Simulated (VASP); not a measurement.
# BaCd3Se4 (P4/mmm) in VASP: notebook

The runs below take BaCd3Se4 through single point, relaxation of cell and atoms, with PBE.

All numbers are computed with VASP 6.6.1; they aren't measurements. Logs are shortened: lines on timing, memory, paths and dates and some standing lists are left out, and cuts for length are marked.

### 1 The cell of the first run

Symmetry: P4/mmm, No. 123, tetragonal system. Conventional cell: a = 4.898 Å, b = 4.898 Å, c = 9.035 Å, α = 90.00°, β = 90.00°, γ = 90.00°. Ba (site symmetry 4/mmm) has 8 Se at 3.63 Å and 10 Cd at 3.74 to 4.52 Å within 4.8 Å. Cd (site symmetry 4/mmm) has 8 Se at 3.06 Å within 4.0 Å. Within 3.6 Å of Cd (site symmetry 4mm) lie 4 Se at 2.76 Å and 1 Cd at 2.80 Å. Se (site symmetry 2mm) has 4 Cd at 2.76 to 3.06 Å and 4 Se at 3.46 Å within 3.6 Å.

### 2 Single point, PBE

INCAR reads:

```
SYSTEM = BaCd3Se4
PREC = Accurate
ENCUT = 520
EDIFF = 1E-6
ISMEAR = 0
SIGMA = 0.15
LREAL = .False.
LASPH = .True.
NELM = 100
ALGO = Normal
ISIF = 2
LWAVE = .False.
LCHARG = .False.
GGA = PE
NBANDS = 45
```

KPOINTS reads:

```
regular mesh
0
Gamma
  3 3 1
  0 0 0
```

POSCAR reads:

```
BaCd3Se4
1.0
    4.8975438865      0.0000000000      0.0000000000
    0.0000000000      4.8975438865      0.0000000000
    0.0000000000      0.0000000000      9.0346696776
Ba Cd Se
1 3 4
Direct
    0.0000000000      0.0000000000      0.5000000000
    0.0000000000      0.0000000000      0.0000000000
    0.5000000000      0.5000000000      0.3451359861
    0.5000000000      0.5000000000      0.6548640139
    0.0000000000      0.5000000000      0.2038049822
    0.0000000000      0.5000000000      0.7961950178
    0.5000000000      0.0000000000      0.7961950178
    0.5000000000      0.0000000000      0.2038049822
```

Potentials or basis: VASP PAW PBE potentials, release 64 (Ba_sv, Cd, Se).

Launch:

```console
> cat potpaw_PBE.64/Ba_sv/POTCAR potpaw_PBE.64/Cd/POTCAR potpaw_PBE.64/Se/POTCAR > POTCAR
> mpirun -np 1 vasp_std > vasp.out
```

OUTCAR:

```text
SYSTEM = BaCd3Se4
   PREC = Accurate
   ENCUT = 520
   EDIFF = 1E-6
   ISMEAR = 0
   LREAL = .False.
   LASPH = .True.
   NELM = 100
   ISIF = 2
   GGA = PE

 ion  position               nearest neighbor table
   1  0.000  0.000  0.500-   5 3.63   6 3.63   7 3.63   8 3.63   5 3.63   6 3.63   7 3.63   8 3.63
                             3 3.74   4 3.74   3 3.74   4 3.74   3 3.74   4 3.74   3 3.74   4 3.74
   2  0.000  0.000  0.000-   5 3.06   6 3.06   7 3.06   8 3.06   5 3.06   6 3.06   7 3.06   8 3.06

   3  0.500  0.500  0.345-   5 2.76   8 2.76   8 2.76   5 2.76   4 2.80   1 3.74   1 3.74   1 3.74
                             1 3.74
   4  0.500  0.500  0.655-   6 2.76   7 2.76   7 2.76   6 2.76   3 2.80   1 3.74   1 3.74   1 3.74
                             1 3.74
   5  0.000  0.500  0.204-   3 2.76   3 2.76   2 3.06   2 3.06   1 3.63   1 3.63
   6  0.000  0.500  0.796-   4 2.76   4 2.76   2 3.06   2 3.06   1 3.63   1 3.63
   7  0.500  0.000  0.796-   4 2.76   4 2.76   2 3.06   2 3.06   1 3.63   1 3.63
   8  0.500  0.000  0.204-   3 2.76   3 2.76   2 3.06   2 3.06   1 3.63   1 3.63

  LATTYP: Found a simple tetragonal cell.
 ALAT       =     4.8975438865
 C/A-ratio  =     1.8447348073

  Lattice vectors:

 A1 = (   4.8975438865,   0.0000000000,   0.0000000000)
 A2 = (   0.0000000000,   4.8975438865,   0.0000000000)
 A3 = (   0.0000000000,   0.0000000000,   9.0346696776)

Analysis of symmetry for initial positions (statically):
=====================================================================
 Subroutine PRICEL returns:
 Original cell was already a primitive cell.

 Routine SETGRP: Setting up the symmetry group for a
 simple tetragonal supercell.

 Subroutine GETGRP returns: Found 16 space group operations
 (whereof 16 operations were pure point group operations)
 out of a pool of 16 trial point group operations.

The static configuration has the point symmetry D_4h.

Analysis of symmetry for dynamics (positions and initial velocities):
=====================================================================
 Subroutine PRICEL returns:
 Original cell was already a primitive cell.

 Routine SETGRP: Setting up the symmetry group for a
 simple tetragonal supercell.

 Subroutine GETGRP returns: Found 16 space group operations
 (whereof 16 operations were pure point group operations)
 out of a pool of 16 trial point group operations.

The dynamic configuration has the point symmetry D_4h.

 Subroutine INISYM returns: Found 16 space group operations
 (whereof 16 operations are pure point group operations),
 and found     1 'primitive' translations

----------------------------------------------------------------------------------------

                                     Primitive cell

  volume of cell :     216.7050

  direct lattice vectors                    reciprocal lattice vectors
     4.897543887  0.000000000  0.000000000     0.204183979  0.000000000  0.000000000
     0.000000000  4.897543887  0.000000000     0.000000000  0.204183979  0.000000000
     0.000000000  0.000000000  9.034669678     0.000000000  0.000000000  0.110684733

  length of vectors
     4.897543887  4.897543887  9.034669678     0.204183979  0.204183979  0.110684733

  position of ions in fractional coordinates (direct lattice)
     0.000000000  0.000000000  0.500000000
     0.000000000  0.000000000  0.000000000
     0.500000000  0.500000000  0.345135986
     0.500000000  0.500000000  0.654864014
     0.000000000  0.500000000  0.203804982
     0.000000000  0.500000000  0.796195018
     0.500000000  0.000000000  0.796195018
     0.500000000  0.000000000  0.203804982

  ion indices of the primitive-cell ions
   primitive index   ion index
                 1           1
                 2           2
                 3           3
                 4           4
                 5           5
                 6           6
                 7           7
                 8           8

----------------------------------------------------------------------------------------

 KPOINTS: regular mesh

Automatic generation of k-mesh.
 Grid dimensions read from file:
 generate k-points for:    3    3    1

 Generating k-lattice:

  Cartesian coordinates                     Fractional coordinates (reciprocal lattice)
     0.068061326  0.000000000  0.000000000     0.333333333  0.000000000  0.000000000
     0.000000000  0.068061326  0.000000000     0.000000000  0.333333333  0.000000000
     0.000000000  0.000000000  0.110684733     0.000000000  0.000000000  1.000000000

  Length of vectors
     0.068061326  0.068061326  0.110684733

  Shift w.r.t. Gamma in fractional coordinates (k-lattice)
     0.000000000  0.000000000  0.000000000

 Subroutine IBZKPT returns following result:
 ===========================================

 Found      3 irreducible k-points:

 Following reciprocal coordinates:
            Coordinates               Weight
  0.000000  0.000000  0.000000      1.000000
[... 22 lines left out ...]
   EDIFFG = 0.1E-04   stopping-criterion for IOM
   NSW    =      0    number of steps for IOM
   IBRION =     -1    ionic relax: 0-MD 1-quasi-New 2-CG
   NFREE  =      0    steps in history (QN), initial steepest desc. (CG)
   ISIF   =      2    stress and relaxation
   ISYM   =      2    0-nonsym 1-usesym 2-fastsym
   POTIM  = 0.5000    time-step for ionic-motion
   TEBEG  =    0.0;   TEEND  =   0.0 temperature during run
   PSTRESS=    0.0 pullay stress
   NELECT =      70.0000    total number of electrons
   NUPDOWN=      -1.0000    fix difference up-down
   EMIN   =  10.00;   EMAX   =-10.00  energy-range for DOS
   EFERMI =   0.00;   METHOD = LEGACY
   ISMEAR =     0;   SIGMA  =   0.15  broadening in eV -4-tet -1-fermi 0-gaus
   EFERMI_NEDOS =   21; number of points for ismear=-14 and -15
   IALGO  =     38    algorithm
   IMIX   =      4    mixing-type and parameters
     AMIX     =   0.40;   BMIX     =  1.00
     AMIX_MAG =   1.60;   BMIX_MAG =  1.00
  volume/ion in A,a.u.               =      27.09       182.80
  Fermi-wavevector in a.u.,A,eV,Ry     =   1.123271  2.122674 17.166983  1.261738
  Thomas-Fermi vector in A             =   2.259936
   LORBIT       =      0    0 simple, 1 ext, 2 COOP (PROOUT), +10 PAW based schemes
   GGA     = PE    functional components
   LHFCALC =     F    Hartree Fock is set to
   AEXX    =    0.0000 exact exchange contribution
   IVDW    =     0    specifies the selected vdW correction
   LEPSILON=     F    determine dielectric tensor
   LRPA    =     F    only Hartree local field effects (RPA)
 non-spin polarized calculation
 Gauss-broadening in eV      SIGMA  =   0.15
  energy-cutoff  :      520.00
  volume of cell :      216.71
 maximum number of plane-waves:      5861
   NGX = 19   NGY = 19   NGZ = 33

 number of electron      69.9999981 magnetization

 Free energy of the ion-electron system (eV)
  ---------------------------------------------------
  ext. energy  EPLUGINS =         0.00000000
  ---------------------------------------------------
  free energy    TOTEN  =       -22.50383150 eV

  energy without entropy =      -22.48445345  energy(sigma->0) =      -22.49414248

 E-fermi :   2.4122     XC(G=0):  -9.4585

 val. band max:        2.4114515310   @ k =   0.0000   0.0000   0.0000
 cond. band min:       2.7830932003   @ k =   0.3333   0.3333   0.0000
 fundamental gap:      0.3716416693
 Fermi energy:         2.4121659433

 k-point     1 :       0.0000    0.0000    0.0000
  band No.  band energies     occupation
      1     -25.5170      2.00000
      2     -11.1476      2.00000
      3     -10.7669      2.00000
      4     -10.7115      2.00000
      5     -10.7115      2.00000
      6      -9.9754      2.00000
[... 37 lines left out ...]
     44       6.2386      0.00000
     45       6.2396      0.00000

 k-point     2 :       0.3333    0.0000    0.0000
  band No.  band energies     occupation
      1     -25.5134      2.00000
      2     -10.9696      2.00000
      3     -10.9350      2.00000
      4     -10.7074      2.00000
      5     -10.3181      2.00000
      6      -9.9619      2.00000
[... 37 lines left out ...]
     44       6.7115      0.00000
     45       7.5054      0.00000

 k-point     3 :       0.3333    0.3333    0.0000
  band No.  band energies     occupation
      1     -25.5100      2.00000
      2     -10.9313      2.00000
      3     -10.8821      2.00000
      4     -10.7881      2.00000
      5     -10.0506      2.00000
      6      -9.9040      2.00000
[... 37 lines left out ...]
     44       7.2133      0.00000
     45       7.6027      0.00000

------------------------ aborting loop because EDIFF is reached ----------------------------------------

  FORCE on cell =-STRESS in cart. coord.  units (eV):
  Direction    XX          YY          ZZ          XY          YZ          ZX
  --------------------------------------------------------------------------------------
  -------------------------------------------------------------------------------------
  Total        0.3848230      0.3848230      0.3266147      0.0000000      0.0000000      0.0000000
  in kB        2.8451337      2.8451337      2.4147787      0.0000000      0.0000000      0.0000000
  external PRESSURE =       2.7016820 kB  Pullay stress =       0.0000000 kB

 VOLUME and BASIS-vectors are now :
 -----------------------------------------------------------------------------
  energy-cutoff  :      520.00
  volume of cell :      216.71
      direct lattice vectors                 reciprocal lattice vectors
     4.897543887  0.000000000  0.000000000     0.204183979  0.000000000  0.000000000
     0.000000000  4.897543887  0.000000000     0.000000000  0.204183979  0.000000000
     0.000000000  0.000000000  9.034669678     0.000000000  0.000000000  0.110684733

 POSITION                                       TOTAL-FORCE (eV/Angst)
 -----------------------------------------------------------------------------------
      0.00000      0.00000      4.51733         0.000000     -0.000000      0.000000
      0.00000      0.00000      0.00000         0.000000     -0.000000      0.000000
      2.44877      2.44877      3.11819         0.000000     -0.000000      0.051390
      2.44877      2.44877      5.91648        -0.000000      0.000000     -0.051390
      0.00000      2.44877      1.84131         0.000000     -0.000000     -0.052019
      0.00000      2.44877      7.19336         0.000000     -0.000000      0.052019
      2.44877      0.00000      7.19336         0.000000     -0.000000      0.052019
      2.44877      0.00000      1.84131         0.000000     -0.000000     -0.052019
 -----------------------------------------------------------------------------------
    total drift:                                0.000000      0.000000      0.000000

  FREE ENERGIE OF THE ION-ELECTRON SYSTEM (eV)
  ---------------------------------------------------
  free  energy   TOTEN  =       -22.5038315037 eV

  energy  without entropy=      -22.4844534484  energy(sigma->0) =      -22.49414248
```

Run time: 47 s. Hardware: 1 thread of AMD EPYC 7R43 (Zen 3), shared host; peak memory 0.25 GiB.

What came out:

```
Free energy            : -22.5038 eV
Pressure               : 0.3 GPa
Largest force          : 0.052 eV/Å
Band gap on the k mesh : zero (band 35 reaches 2.78 eV, above the bottom of band 36 at 1.89 eV)
```

Forces on the atoms (eV/Å):
```
Ba   0.000  0.000  0.000
Cd   0.000  0.000  0.000
Cd   0.000  0.000  0.051
Cd   0.000  0.000 -0.051
Se   0.000  0.000 -0.052
Se   0.000  0.000  0.052
Se   0.000  0.000  0.052
Se   0.000  0.000 -0.052
```

Caveat: the k points lie up to 0.70 Å⁻¹ apart; spin-orbit coupling is left out, which moves the levels of the heavy elements.

### 3 Relaxation of cell and atoms, PBE

This run uses another cell than the first one, of 28.79 Å³/atom, 1.063 times its volume.

INCAR reads:

```
ALGO = Normal ; EDIFF = 1E-7
EDIFFG = -0.08 ; ENCUT = 600
GGA = PE ; IBRION = 2
ISIF = 3 ; ISMEAR = 0
LASPH = True ; LCHARG = False
LREAL = False ; LWAVE = False
NELM = 60 ; NSW = 36
PREC = Accurate ; SIGMA = 0.15
```

KPOINTS reads:

```
k-points
0
Gamma
  3 3 1
```

POSCAR reads:

```
BaCd3Se4
1.0
    4.5101591800      0.0000000000      0.0000000000
    0.0000000000      4.5101591800      0.0000000000
    0.0000000000      0.0000000000     11.3221558900
Ba Cd Se
1 3 4
Direct
    0.0000000000      0.0000000000      0.5000000000
    0.0000000000      0.0000000000      0.0000000000
    0.5000000000      0.5000000000      0.2894589000
    0.5000000000      0.5000000000      0.7105411000
    0.0000000000      0.5000000000      0.1576967100
    0.0000000000      0.5000000000      0.8423032900
    0.5000000000      0.0000000000      0.8423032900
    0.5000000000      0.0000000000      0.1576967100
```

Potentials or basis: VASP PAW PBE potentials, release 64 (Ba_sv, Cd, Se).

Launch:

```console
> cat potpaw_PBE.64/Ba_sv/POTCAR potpaw_PBE.64/Cd/POTCAR potpaw_PBE.64/Se/POTCAR > POTCAR
> mpirun -np 1 vasp_std > vasp.out
```

Run time: 10 min. Hardware: 1 thread of AMD EPYC 9R45 (Zen 5), shared host; peak memory 0.34 GiB.

It converged, with:

* Free energy: -22.5014 eV
* Relaxed volume: 27.35 Å³/atom
* Relaxed cell: a = 4.913 Å, b = 4.913 Å, c = 9.063 Å, α = 90.00°, β = 90.00°, γ = 90.00°
* Space group after relaxing (to 0.05 Å): P4/mmm (No. 123)
* Energy gained by relaxing: 382.9 meV/atom
* Ionic steps: 28
* Pressure after relaxing: -0.1 GPa
* Largest force after relaxing: 0.076 eV/Å
* Band gap on the k mesh: zero (band 35 reaches 2.70 eV, above the bottom of band 36 at 1.83 eV)

Forces in eV/Å, atoms in the order of the input:
```
Ba   0.000  0.000  0.000
Cd   0.000  0.000  0.000
Cd   0.000  0.000 -0.018
Cd   0.000  0.000  0.018
Se   0.000  0.000 -0.076
Se   0.000  0.000  0.076
Se   0.000  0.000  0.076
Se   0.000  0.000 -0.076
```

The path:
```tsv
step	energy change (eV)	largest force (eV/Å)	pressure (GPa)	volume (Å³)
1	0.0000	0.6708	3.36	230.31
2	-0.8421	0.5737	-1.57	250.42
3	-0.9353	0.6705	-3.36	261.44
4	-1.5525	0.7442	-2.62	248.95
5	-1.7384	0.7232	-1.64	239.51
6	-1.7702	0.9239	1.80	218.08
7	-1.8093	0.8169	-0.44	230.30
8	-1.8280	0.9068	0.51	224.32
9	-1.9895	0.7390	-0.24	225.39
10	-2.0208	0.2832	-0.99	227.56
11	-2.0763	0.4251	-0.80	226.51
12	-2.0806	0.3045	-0.89	226.77
13	-2.2277	0.1956	0.67	217.57
14	-2.3257	0.5920	3.91	204.11
15	-2.3491	0.6312	4.05	203.53
16	-2.4101	0.7712	4.51	201.80
17	-2.4550	1.1511	5.72	198.28
18	-2.5376	1.0428	5.29	199.38
19	-2.7432	0.7553	4.13	202.67
20	-2.9814	0.3582	2.20	209.20
21	-2.9061	0.2057	-0.41	221.99
22	-3.0254	0.2020	0.96	214.55
23	-3.0262	0.1997	1.07	214.03
24	-3.0363	0.1894	0.83	214.91
25	-3.0536	0.2082	0.17	217.56
26	-3.0553	0.2150	-0.08	218.64
27	-3.0582	0.1629	-0.10	218.68
28	-3.0635	0.0763	-0.14	218.80
```

Final structure:
```
Ba Cd Se
1.0
     4.91335    0.00000    0.00000
     0.00000    4.91335    0.00000
     0.00000    0.00000    9.06342
Ba Cd Se
1 3 4
Direct
  0.00000 0.00000 0.50000
  0.00000 0.00000 0.00000
  0.50000 0.50000 0.34616
  0.50000 0.50000 0.65384
  0.00000 0.50000 0.20522
  0.00000 0.50000 0.79478
  0.50000 0.00000 0.79478
  0.50000 0.00000 0.20522
```

Levels at points of the mesh, in eV from the Fermi level:
```
           k point  band 33  band 34  band 35  band 36  band 37  band 38  band 39  band 40
(0.00, 0.00, 0.00)    -0.40    -0.31     0.00     0.00     0.93     1.94     2.70     2.79
```

Caveat: the k points lie up to 0.69 Å⁻¹ apart in the final cell; spin-orbit coupling is left out, which moves the levels of the heavy elements; the relaxation stopped at a loose force limit of 0.08 eV/Å, so its end isn't a converged minimum.

### 4 Single point, PBE

This run uses another cell than the first one, of 52.20 Å³/atom, 1.927 times its volume.

INCAR reads:

```
SYSTEM = BaCd3Se4
PREC     = Accurate       ! precision mode
ENCUT    = 520            ! plane-wave cutoff, eV
EDIFF    = 1E-6           ! SCF threshold, eV
ISMEAR   = 0              ! smearing method
SIGMA    = 0.15           ! smearing width, eV
LREAL    = .FALSE.        ! projectors in reciprocal space
LASPH    = .TRUE.         ! aspherical terms in the spheres
NELM     = 100            ! most SCF steps
ALGO     = Normal         ! electronic algorithm
ISIF     = 2              ! what is computed and relaxed
LWAVE    = .FALSE.        ! write WAVECAR
LCHARG   = .FALSE.        ! write CHGCAR
GGA      = PE             ! functional
NBANDS   = 45             ! bands
```

KPOINTS reads:

```
Automatic mesh
0
G
  2 2 2
  0 0 0
```

POSCAR reads:

```
BaCd3Se4
1.0
    6.1687131844      0.0000000000      0.0000000000
    0.0000000000      6.1687131844      0.0000000000
    0.0000000000      0.0000000000     10.9747212328
Ba Cd Se
1 3 4
Direct
    0.5000000000      0.5000000000      0.5000000000
    0.0000000000      0.5000000000      0.5000000000
    0.5000000000      0.0000000000      0.5000000000
    0.0000000000      0.0000000000      0.0000000000
    0.5000000000      0.5000000000      0.7769180905
    0.5000000000      0.5000000000      0.2230819095
    0.5000000000      0.5000000000      0.0000000000
    0.0000000000      0.0000000000      0.5000000000
```

Launch:

```console
> cat potpaw_PBE.64/Ba_sv/POTCAR potpaw_PBE.64/Cd/POTCAR potpaw_PBE.64/Se/POTCAR > POTCAR
> mpirun -np 1 vasp_std > vasp.out
```

Run time: 2.8 min. Hardware: 1 thread of Intel Xeon Platinum 8375C at 2.90GHz (Ice Lake), shared host; peak memory 0.5 GiB.

It converged, with:

```
Free energy            : -15.7188 eV
Pressure               : 0.2 GPa
Largest force          : 0.084 eV/Å
Band gap on the k mesh : zero (band 35 reaches -1.14 eV, above the bottom of band 36 at -1.26 eV)
```

Forces on the atoms (eV/Å):
```
Ba   0.000  0.000  0.000
Cd   0.000  0.000  0.000
Cd   0.000  0.000  0.000
Cd   0.000  0.000  0.000
Se   0.000  0.000  0.084
Se   0.000  0.000 -0.084
Se   0.000  0.000  0.000
Se   0.000  0.000  0.000
```

Stress tensor (GPa, compression positive):
```
 0.60  0.00  0.00
 0.00  0.60  0.00
 0.00  0.00 -0.49
```

Levels at points of the mesh, in eV from the Fermi level:
```csv
k point,band 33,band 34,band 35,band 36,band 37,band 38
"(0.00, 0.00, 0.00)",-1.16,-1.12,-0.66,0.16,0.16,2.53
"(0.50, 0.00, 0.00)",-1.00,-0.31,0.03,0.15,0.28,1.05
"(0.50, 0.50, 0.00)",-0.50,0.07,0.07,0.08,0.83,1.01
"(0.00, 0.00, 0.50)",-0.99,-0.64,-0.15,-0.05,-0.05,2.53
"(0.50, 0.00, 0.50)",-0.45,-0.17,-0.03,0.03,0.03,1.04
"(0.50, 0.50, 0.50)",-0.33,-0.33,-0.14,0.05,0.83,1.00
```

Caveat: the k points lie up to 0.51 Å⁻¹ apart; spin-orbit coupling is left out, which moves the levels of the heavy elements.

### 5 The runs side by side

```tsv
task	cell	k mesh	cutoff (eV)	gap on the mesh (eV)	pressure (GPa)	largest force (eV/Å)
single point	a = 4.898, b = 4.898, c = 9.035 Å, 8 atoms	3 × 3 × 1	520	none	0.3	0.05
relaxation of cell and atoms	relaxed from a = 4.510, b = 4.510, c = 11.322 Å, 8 atoms	3 × 3 × 1	600	none	-0.1	0.08
single point	a = 6.169, b = 6.169, c = 10.975 Å, 8 atoms	2 × 2 × 2	520	none	0.2	0.08
```

Alike in all rows: level PBE; potentials or basis VASP PAW PBE potentials, release 64 (Ba_sv, Cd, Se); no spin polarisation; smearing gaussian 0.15 eV.

Caveats: all runs use coarse meshes; spin-orbit coupling is left out, which moves the levels of the heavy elements; the relaxation stopped at a loose force limit of 0.08 eV/Å, so its end isn't a converged minimum (some runs).

Total energies depend on the potentials used, so only differences within one code and one set of settings carry meaning.
